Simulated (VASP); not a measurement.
Al2O3, 10 atoms in the cell. Symmetry: R-3c, No. 167, trigonal system. The conventional cell has a = 4.760 Å, b = 4.760 Å, c = 12.996 Å, α = 90.00°, β = 90.00°, γ = 120.00°. Al (site symmetry 3) has 6 O at 1.85 to 1.97 Å within 2.5 Å. O (site symmetry 2) has 4 Al at 1.85 to 1.97 Å and 12 O at 2.53 to 2.86 Å within 2.9 Å. 

- Program: VASP 6.6.1
- Task: single point
- Functional: PBEsol
- Potentials or basis: VASP PAW PBE potentials, release 64 (Al, O)
- Cutoff: 520 eV
- k mesh: 6 × 6 × 6
- Occupations: gaussian, width 0.1 eV
- Spin: no spin polarisation
- Dipole correction: no
- Further INCAR settings: ALGO = Fast; EDIFF = 1e-06; NBANDS = 35

Potentials or basis: VASP PAW PBE potentials, release 64 (Al, O).

Run with:

```sh
$ cat potpaw_PBE.64/Al/POTCAR potpaw_PBE.64/O/POTCAR > POTCAR
$ mpirun -np 1 vasp_std > vasp.out
```

Hardware: 1 thread of Intel(R) Xeon(R) 6975P-C (Granite Rapids) (shared host).

Estimate the wall time of this run.

Wall time 79 s on 1 thread of Intel(R) Xeon(R) 6975P-C (Granite Rapids), with other jobs on the host, peak memory 0.26 GiB. Counts: scf iterations 16, k points 32.
